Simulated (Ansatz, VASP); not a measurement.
## LaAgSb2: VASP beside Ansatz

```
La Ag Sb
1.0
     4.35552    0.00000    0.00000
     0.00000    4.35552    0.00000
     0.00000    0.00000   10.49048
La Ag Sb
2 2 4
Direct
  0.00000 0.50000 0.25808
  0.50000 0.00000 0.74192
  0.00000 0.00000 0.00000
  0.50000 0.50000 0.00000
  0.00000 0.50000 0.83037
  0.50000 0.00000 0.16963
  0.00000 0.00000 0.50000
  0.50000 0.50000 0.50000
```

Alike in both runs: functional LDA; k mesh 8 × 8 × 4; occupations fermi-dirac, width 0.15 eV; no spin polarisation.

Ansatz relaxed the structure, and its values are those at the end. VASP's run is a single point on that final structure, the one shown.

```csv
,VASP,Ansatz
version,VASP 6.6.1,Ansatz 0.2.0
potentials or method,"VASP PAW LDA potentials, release 64 (La, Ag, Sb), cutoff 520 eV","scalar-relativistic, plane waves, PAW"
valence electrons in the cell,64,120
```

VASP gave:

```
gap on the k mesh at the Fermi level (eV) : none
pressure (GPa)                            : 0.1
rms of the force components (eV/Å)        : 0.007
```

**Question.** Estimate Ansatz's values.

**Answer.** gap on the k mesh at the Fermi level (eV): none; pressure (GPa): 0.0; rms of the force components (eV/Å): 0.000.

LDA's correlation is that of Perdew and Zunger in VASP and of Perdew and Wang (1992) in Ansatz. A gap of «none» marks a metal or a gap that the smearing closes. VASP's potentials hold 64 valence electrons a cell and Ansatz's 120, so a difference there can come from the potentials and not from the codes.

Spin-orbit coupling is off throughout.
